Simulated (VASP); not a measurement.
# In3Cu (P4mm) in VASP: further runs

In3Cu is run at these levels: PBE; tasks: single point, relaxation of cell and atoms.

Everything below comes from runs of VASP 6.6.1. Logs are shortened: lines on timing, memory, paths and dates and some standing lists are left out, and cuts for length are marked.

## (1) The cell of the first run

Symmetry: P4mm, No. 99, tetragonal system. The conventional cell has a = 4.087 Å, b = 4.087 Å, c = 5.419 Å, α = 90.00°, β = 90.00°, γ = 90.00°. Within 2.9 Å of In (site symmetry 2mm) lie 2 Cu at 2.21 Å and 6 In at 2.70 to 2.89 Å. In (site symmetry 4mm) has 2 Cu at 2.61 to 2.81 Å and 4 In at 2.70 Å within 3.4 Å. Cu (site symmetry 4mm) has 6 In at 2.21 to 2.81 Å within 2.9 Å.

## (2) Single point, PBE

INCAR reads:

```
  PREC = Accurate
  ENCUT = 520
  EDIFF = 1E-7
  ISMEAR = 0
  SIGMA = 0.1
  LREAL = F
  LASPH = T
  NELM = 100
  ALGO = Normal
  ISIF = 2
  LWAVE = F
  LCHARG = F
  GGA = PE
  NBANDS = 33
```

KPOINTS reads:

```
Automatic mesh
0
Gamma
  4 4 4
```

POSCAR reads:

```
In3Cu
1.0
    4.0870131800      0.0000000000      0.0000000000
    0.0000000000      4.0870131800      0.0000000000
    0.0000000000      0.0000000000      5.4185322700
In Cu
3 1
Direct
    0.5000000000      0.0000000000      0.5371416700
    0.0000000000      0.5000000000      0.5371416700
    0.0000000000      0.0000000000      0.2104428300
    0.0000000000      0.0000000000      0.6918496100
```

Potentials or basis: VASP PAW PBE potentials, release 64 (In_d, Cu).

The run is started by

```
> cat potpaw_PBE.64/In_d/POTCAR potpaw_PBE.64/Cu/POTCAR > POTCAR
> mpirun -np 1 vasp_std > vasp.out
```

OUTCAR:

```text
PREC = Accurate
   ENCUT = 520
   EDIFF = 1E-7
   ISMEAR = 0
   LREAL = F
   LASPH = T
   NELM = 100
   ISIF = 2
   GGA = PE

 ion  position               nearest neighbor table
   1  0.500  0.000  0.537-   4 2.21   4 2.21   3 2.70   3 2.70   2 2.89   2 2.89   2 2.89   2 2.89

   2  0.000  0.500  0.537-   4 2.21   4 2.21   3 2.70   3 2.70   1 2.89   1 2.89   1 2.89   1 2.89

   3  0.000  0.000  0.210-   4 2.61   2 2.70   1 2.70   2 2.70   1 2.70   4 2.81
   4  0.000  0.000  0.692-   1 2.21   2 2.21   2 2.21   1 2.21   3 2.61   3 2.81

  LATTYP: Found a simple tetragonal cell.
 ALAT       =     4.0870131800
 C/A-ratio  =     1.3257927076

  Lattice vectors:

 A1 = (   4.0870131800,   0.0000000000,   0.0000000000)
 A2 = (   0.0000000000,   4.0870131800,   0.0000000000)
 A3 = (   0.0000000000,   0.0000000000,   5.4185322700)

Analysis of symmetry for initial positions (statically):
=====================================================================
 Subroutine PRICEL returns:
 Original cell was already a primitive cell.

 Routine SETGRP: Setting up the symmetry group for a
 simple tetragonal supercell.

 Subroutine GETGRP returns: Found  8 space group operations
 (whereof  8 operations were pure point group operations)
 out of a pool of 16 trial point group operations.

The static configuration has the point symmetry C_4v.

Analysis of symmetry for dynamics (positions and initial velocities):
=====================================================================
 Subroutine PRICEL returns:
 Original cell was already a primitive cell.

 Routine SETGRP: Setting up the symmetry group for a
 simple tetragonal supercell.

 Subroutine GETGRP returns: Found  8 space group operations
 (whereof  8 operations were pure point group operations)
 out of a pool of 16 trial point group operations.

The dynamic configuration has the point symmetry C_4v.

 Subroutine INISYM returns: Found  8 space group operations
 (whereof  8 operations are pure point group operations),
 and found     1 'primitive' translations

----------------------------------------------------------------------------------------

                                     Primitive cell

  volume of cell :      90.5094

  direct lattice vectors                    reciprocal lattice vectors
[... 81 lines left out ...]
   LASPH  =      T    aspherical Exc in radial PAW
   ENCUT  =  520.0 eV  38.22 Ry    6.18 a.u.   7.60  7.60 10.07*2*pi/ulx,y,z
   NELM   =    100;   NELMIN=  2; NELMDL= -5     # of ELM steps
   EDIFF  = 0.1E-06   stopping-criterion for ELM
   LREAL  =      F    real-space projection
   EDIFFG = 0.1E-05   stopping-criterion for IOM
   NSW    =      0    number of steps for IOM
   IBRION =     -1    ionic relax: 0-MD 1-quasi-New 2-CG
   NFREE  =      0    steps in history (QN), initial steepest desc. (CG)
   ISIF   =      2    stress and relaxation
   ISYM   =      2    0-nonsym 1-usesym 2-fastsym
   POTIM  = 0.5000    time-step for ionic-motion
   TEBEG  =    0.0;   TEEND  =   0.0 temperature during run
   PSTRESS=    0.0 pullay stress
   NELECT =      50.0000    total number of electrons
   NUPDOWN=      -1.0000    fix difference up-down
   EMIN   =  10.00;   EMAX   =-10.00  energy-range for DOS
   EFERMI =   0.00;   METHOD = LEGACY
   ISMEAR =     0;   SIGMA  =   0.10  broadening in eV -4-tet -1-fermi 0-gaus
   EFERMI_NEDOS =   21; number of points for ismear=-14 and -15
   IALGO  =     38    algorithm
   IMIX   =      4    mixing-type and parameters
     AMIX     =   0.40;   BMIX     =  1.00
     AMIX_MAG =   1.60;   BMIX_MAG =  1.00
  volume/ion in A,a.u.               =      22.63       152.70
  Fermi-wavevector in a.u.,A,eV,Ry     =   1.343281  2.538433 24.550410  1.804404
  Thomas-Fermi vector in A             =   2.471368
   LORBIT       =      0    0 simple, 1 ext, 2 COOP (PROOUT), +10 PAW based schemes
   GGA     = PE    functional components
   LHFCALC =     F    Hartree Fock is set to
   AEXX    =    0.0000 exact exchange contribution
   IVDW    =     0    specifies the selected vdW correction
   LEPSILON=     F    determine dielectric tensor
   LRPA    =     F    only Hartree local field effects (RPA)
 non-spin polarized calculation
 Gauss-broadening in eV      SIGMA  =   0.10
  energy-cutoff  :      520.00
  volume of cell :       90.51
 maximum number of plane-waves:      2456
   NGX = 15   NGY = 15   NGZ = 21

 number of electron      49.9999959 magnetization

 Free energy of the ion-electron system (eV)
  ---------------------------------------------------
  ext. energy  EPLUGINS =         0.00000000
  ---------------------------------------------------
  free energy    TOTEN  =        -5.99770215 eV

  energy without entropy =       -5.98838917  energy(sigma->0) =       -5.99304566

 E-fermi :   7.4152     XC(G=0): -10.0817

 val. band max:        7.3646308932   @ k =   0.5000   0.5000   0.0000
 cond. band min:       7.4512692276   @ k =   0.0000   0.0000   0.2500
 fundamental gap:      0.0866383344
 Fermi energy:         7.4152295529

 k-point     1 :       0.0000    0.0000    0.0000
  band No.  band energies     occupation
      1      -8.8990      2.00000
      2      -8.5981      2.00000
      3      -8.4017      2.00000
      4      -8.4017      2.00000
      5      -7.9778      2.00000
      6      -7.9289      2.00000
[... 637 lines left out ...]
     32      15.3367      0.00000
     33      17.6024      0.00000

------------------------ aborting loop because EDIFF is reached ----------------------------------------

  FORCE on cell =-STRESS in cart. coord.  units (eV):
  Direction    XX          YY          ZZ          XY          YZ          ZX
  --------------------------------------------------------------------------------------
  -------------------------------------------------------------------------------------
  Total       24.4706714     24.4706714     11.3927472      0.0000000      0.0000000      0.0000000
  in kB      433.1743442    433.1743442    201.6718600      0.0000000      0.0000000      0.0000000
  external PRESSURE =     356.0068495 kB  Pullay stress =       0.0000000 kB

 VOLUME and BASIS-vectors are now :
 -----------------------------------------------------------------------------
  energy-cutoff  :      520.00
  volume of cell :       90.51
      direct lattice vectors                 reciprocal lattice vectors
     4.087013180  0.000000000  0.000000000     0.244677459  0.000000000  0.000000000
     0.000000000  4.087013180  0.000000000     0.000000000  0.244677459  0.000000000
     0.000000000  0.000000000  5.418532270     0.000000000  0.000000000  0.184551821

 POSITION                                       TOTAL-FORCE (eV/Angst)
 -----------------------------------------------------------------------------------
      2.04351      0.00000      2.91052        -0.000000     -0.000000     -0.916990
      0.00000      2.04351      2.91052         0.000000      0.000000     -0.916990
      0.00000      0.00000      1.14029        -0.000000     -0.000000     -4.882354
      0.00000      0.00000      3.74881        -0.000000      0.000000      6.716335
 -----------------------------------------------------------------------------------
    total drift:                                0.000000      0.000000      0.000978

  FREE ENERGIE OF THE ION-ELECTRON SYSTEM (eV)
  ---------------------------------------------------
  free  energy   TOTEN  =        -5.9977021522 eV

  energy  without entropy=       -5.9883891669  energy(sigma->0) =       -5.99304566
```

OSZICAR:

```text
N       E                     dE             d eps       ncg     rms          rms(c)
DAV:   1     0.497431738656E+03    0.49743E+03   -0.24163E+04  1188   0.227E+03
DAV:   2     0.504265795281E+02   -0.44701E+03   -0.43456E+03  1188   0.494E+02
DAV:   3    -0.483896851597E+01   -0.55266E+02   -0.54350E+02  1404   0.201E+02
DAV:   4    -0.705507860131E+01   -0.22161E+01   -0.22136E+01  1365   0.473E+01
DAV:   5    -0.717116393175E+01   -0.11609E+00   -0.11608E+00  2045   0.946E+00    0.125E+01
DAV:   6    -0.662472391905E+01    0.54644E+00   -0.85573E+00  1525   0.642E+01    0.657E+00
DAV:   7    -0.604169175901E+01    0.58303E+00   -0.31090E+00  1686   0.402E+01    0.396E+00
DAV:   8    -0.601012888294E+01    0.31563E-01   -0.43220E-01  1676   0.555E+00    0.138E+00
DAV:   9    -0.599705928404E+01    0.13070E-01   -0.92562E-02  1664   0.712E+00    0.792E-01
DAV:  10    -0.599797728204E+01   -0.91800E-03   -0.17253E-02  1689   0.205E+00    0.582E-01
DAV:  11    -0.599770954357E+01    0.26774E-03   -0.34283E-03  1711   0.101E+00    0.119E-01
DAV:  12    -0.599764179820E+01    0.67745E-04   -0.47914E-04  1890   0.204E-01    0.833E-02
DAV:  13    -0.599769730509E+01   -0.55507E-04   -0.99424E-05  1561   0.110E-01    0.316E-02
DAV:  14    -0.599770124884E+01   -0.39438E-05   -0.14480E-05  1711   0.698E-02    0.135E-02
DAV:  15    -0.599770275194E+01   -0.15031E-05   -0.33528E-06  1283   0.154E-02    0.952E-03
DAV:  16    -0.599770194468E+01    0.80726E-06   -0.21824E-06  1249   0.171E-02    0.312E-03
DAV:  17    -0.599770208305E+01   -0.13836E-06   -0.15262E-07  1016   0.462E-03    0.156E-03
DAV:  18    -0.599770215223E+01   -0.69181E-07   -0.52410E-08   796   0.399E-03
   1 F= -.59977022E+01 E0= -.59930457E+01  d E =-.931299E-02
```

Wall time 58 s (1 thread of Intel Xeon Platinum 8259CL at 2.50GHz (Skylake/Cascade Lake), shared host); peak memory 0.2 GiB.

What came out:

```
Free energy            : -5.9977 eV
Pressure               : 35.6 GPa
Largest force          : 6.716 eV/Å
Band gap on the k mesh : zero (band 25 reaches 8.60 eV, above the bottom of band 26 at 5.97 eV)
```

Forces on the atoms (eV/Å):
```
In   0.000  0.000 -0.917
In   0.000  0.000 -0.917
In   0.000  0.000 -4.882
Cu   0.000  0.000  6.716
```

Levels at points of the mesh, in eV from the Fermi level:
```
           k point  band 23  band 24  band 25  band 26  band 27  band 28
(0.00, 0.00, 0.00)    -2.60    -1.45    -1.45     1.05     2.93     5.12
(0.50, 0.00, 0.00)    -1.84    -1.34    -0.77     0.35     2.52     3.11
(0.50, 0.50, 0.00)    -3.85    -2.19    -1.08    -0.05    -0.05     1.03
(0.00, 0.00, 0.50)    -1.00    -1.00     1.18     2.67     2.98     3.53
(0.50, 0.00, 0.50)    -3.99    -2.20     0.99     3.18     3.46     4.17
(0.50, 0.50, 0.50)    -3.60    -3.14    -2.11    -1.45    -1.45     3.33
```

Caveat: the k points lie up to 0.38 Å⁻¹ apart; spin-orbit coupling is left out, which moves the levels of the heavy elements; forces of over 1 eV/Å act on the atoms, so gaps and moduli don't describe the material at rest.

## (3) Relaxation of cell and atoms, PBE

INCAR reads:

```
SYSTEM = In3Cu
PREC = Accurate
ENCUT = 600
EDIFF = 1E-6
ISMEAR = 0
SIGMA = 0.1
LREAL = .False.
LASPH = .True.
NELM = 60
ALGO = Normal
ISIF = 3
LWAVE = .False.
LCHARG = .False.
GGA = PE
IBRION = 2
NSW = 90
EDIFFG = -0.04
```

KPOINTS reads:

```
regular mesh
0
Gamma
  4 4 4
  0 0 0
```

POSCAR is that of step 2.

Potentials or basis: VASP PAW PBE potentials, release 64 (In_d, Cu).

The run is started by

```
> cat potpaw_PBE.64/In_d/POTCAR potpaw_PBE.64/Cu/POTCAR > POTCAR
> mpirun -np 1 vasp_std > vasp.out
```

Run time: 19 min. Hardware: 1 thread of Intel Xeon 6975P-C (Granite Rapids), shared host; peak memory 0.29 GiB.

The run converged. Its results:

```yaml
Free_energy: -10.1595 eV
Relaxed_volume: 33.22 Å³/atom
Relaxed_cell: a = 5.079 Å, b = 5.079 Å, c = 5.150 Å, α = 90.00°, β = 90.00°, γ = 90.00°
Space_group_after_relaxing_to_0.05_Å: P4mm (No. 99)
Energy_gained_by_relaxing: 1040.3 meV/atom
Ionic_steps: 49
Pressure_after_relaxing: 0.1 GPa
Largest_force_after_relaxing: 0.035 eV/Å
Band_gap_on_the_k_mesh: zero (band 25 reaches 4.74 eV, above the bottom of band 26 at 2.63 eV)
```

Forces on the atoms (eV/Å):
```
In   0.000  0.000  0.009
In   0.000  0.000  0.009
In   0.000  0.000  0.018
Cu   0.000  0.000 -0.035
```

Stress tensor (GPa, compression positive):
```
0.01 0.00 0.00
0.00 0.01 0.00
0.00 0.00 0.13
```

Step by step:
```csv
step,energy change (eV),largest force (eV/Å),pressure (GPa),volume (Å³)
1,0.0000,6.7154,35.68,90.51
3,-3.9256,0.6708,-0.29,130.15
5,-3.9278,0.6227,-0.52,131.48
7,-3.9685,0.2354,0.17,127.49
9,-3.9723,0.1588,0.04,128.14
11,-3.9858,0.1582,-0.24,130.71
13,-3.9997,0.2159,-0.12,130.33
15,-4.0616,0.4438,0.68,128.34
17,-4.0853,0.4681,1.43,126.40
19,-4.0863,0.4206,1.58,125.90
21,-4.0924,0.2903,1.49,126.20
23,-4.0944,0.1290,1.40,126.51
25,-4.1091,0.1185,1.09,127.78
27,-4.1367,0.1206,-0.25,133.59
29,-4.1370,0.1198,-0.12,133.00
31,-4.1401,0.0881,-0.07,132.53
33,-4.1429,0.1772,0.67,130.42
35,-4.1455,0.1397,0.34,131.34
37,-4.1534,0.0471,0.28,132.74
39,-4.1546,0.0590,0.12,133.46
41,-4.1571,0.0672,-0.15,134.50
43,-4.1583,0.0515,-0.09,134.19
45,-4.1587,0.1024,0.13,132.41
47,-4.1596,0.0420,0.07,132.90
49,-4.1614,0.0348,0.05,132.86
```

Final structure:
```xyz
4
Lattice="5.0791 0.0000 0.0000 0.0000 5.0791 0.0000 0.0000 0.0000 5.1503" Properties=species:S:1:pos:R:3 pbc="T T T"
In    2.5395    0.0000    3.1732
In    0.0000    2.5395    3.1732
In    5.0791    0.0000    0.6254
Cu    0.0000    0.0000    3.2082
```

Levels at points of the mesh, in eV from the Fermi level:
```tsv
k point	band 21	band 22	band 23	band 24	band 25	band 26	band 27	band 28	band 29	band 30
(0.00, 0.00, 0.00)	-3.55	-1.70	-1.63	-1.63	-1.41	-1.31	1.75	3.74	3.76	3.76
(0.50, 0.00, 0.00)	-3.67	-3.55	-1.16	-0.93	-0.86	1.24	1.88	1.98	2.02	2.04
(0.50, 0.50, 0.00)	-3.92	-3.67	-3.67	-1.06	0.01	0.30	2.24	2.24	2.38	2.38
(0.00, 0.00, 0.50)	-3.65	-3.57	-1.09	-0.92	-0.92	1.32	2.01	2.01	2.03	2.05
(0.50, 0.00, 0.50)	-3.89	-3.68	-3.65	-1.04	0.03	0.49	2.32	2.35	2.43	2.46
(0.50, 0.50, 0.50)	-3.93	-3.91	-3.87	-3.87	-0.74	-0.69	-0.69	2.98	6.84	7.05
```

Caveat: the k points lie up to 0.31 Å⁻¹ apart in the final cell; the volume moved by over 15 % at a fixed basis, so the end points are rough; spin-orbit coupling is left out, which moves the levels of the heavy elements.
